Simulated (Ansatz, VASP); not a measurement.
ZnS: VASP beside Ansatz

Contents of POSCAR:

```
ZnS
1.0
    0.0000000000      2.6936828800      2.6936828800
    2.6936828800      0.0000000000      2.6936828800
    2.6936828800      2.6936828800      0.0000000000
Zn S
1 1
Direct
    0.0000000000      0.0000000000      0.0000000000
    0.7500000000      0.7500000000      0.7500000000
```

File INCAR.step1:

```
SYSTEM = ZnS
  PREC = Accurate
  ENCUT = 600
  ISMEAR = 0
  SIGMA = 0.02
  LREAL = .FALSE.
  LASPH = .TRUE.
  NELM = 60
  GGA = PE
  ALGO = Normal
  EDIFF = 1E-4
  LWAVE = .TRUE.
  LCHARG = .FALSE.
```

INCAR.step2

```
SYSTEM = ZnS
  PREC = Accurate
  ENCUT = 600
  EDIFF = 1E-7
  ISMEAR = 0
  SIGMA = 0.02
  LREAL = .FALSE.
  LASPH = .TRUE.
  NELM = 60
  ALGO = Normal
  ISIF = 3
  LWAVE = .FALSE.
  LCHARG = .FALSE.
  METAGGA = R2SCAN
  LMIXTAU = .TRUE.
  IBRION = 2
  NSW = 100
  EDIFFG = -0.002
  ISTART = 1
```

Contents of KPOINTS:

```
Automatic mesh
0
G
  8 8 8
  0 0 0
```

Input for Ansatz:

```yaml
crystal:
  lattice:
    - [0.0, 2.69368288, 2.69368288]
    - [2.69368288, 0.0, 2.69368288]
    - [2.69368288, 2.69368288, 0.0]
  atoms:
    - { symbol: Zn, position: [0.0, 0.0, 0.0] }
    - { symbol: S, position: [0.75, 0.75, 0.75] }
basis:
  ecutwfc: 500
kpoints:
  mp_grid: { grid: [8, 8, 8] }
hamiltonian:
  xc: r2scan
  pseudopotentials: { kind: paw, azcp: { folder: soft_1 } }
scf:
  occupations: { method: gaussian, width: 0.02 }
output:
  forces: true
  stress: true
  eigenvalues: true
  write_density: true
  write_potential: true
  elf: true
  volumetric_format: npy
relax:
  adjacent_minimum: "off"
  f_tol: 0.002
  max_steps: 80
  cell: { stress_tol: 0.02 }
```

Alike in both runs: task relaxation of cell and atoms; functional r2SCAN; k mesh 8 × 8 × 8; occupations gaussian, width 0.02 eV; no spin polarisation.

|  | VASP | Ansatz |
| --- | --- | --- |
| version | VASP 6.6.1 | Ansatz 0.2.0 |
| potentials or method | VASP PAW PBE potentials, release 64 (Zn, S), cutoff 600 eV | scalar-relativistic, plane waves, PAW |
| valence electrons in the cell | 18 | 18 |

|  | VASP | Ansatz | Ansatz less VASP |
| --- | --- | --- | --- |
| gap on the k mesh at the Fermi level, each at its own relaxed structure (eV) | 2.71 | 2.70 | -0.017 |
| relaxed volume (Å³/atom) | 19.56 | 19.58 | +0.015 |
| relaxed cell length with the largest relative difference (Å) | 3.811 | 3.812 | +0.0010 |

VASP's potentials were made for PBE, not for r2SCAN.
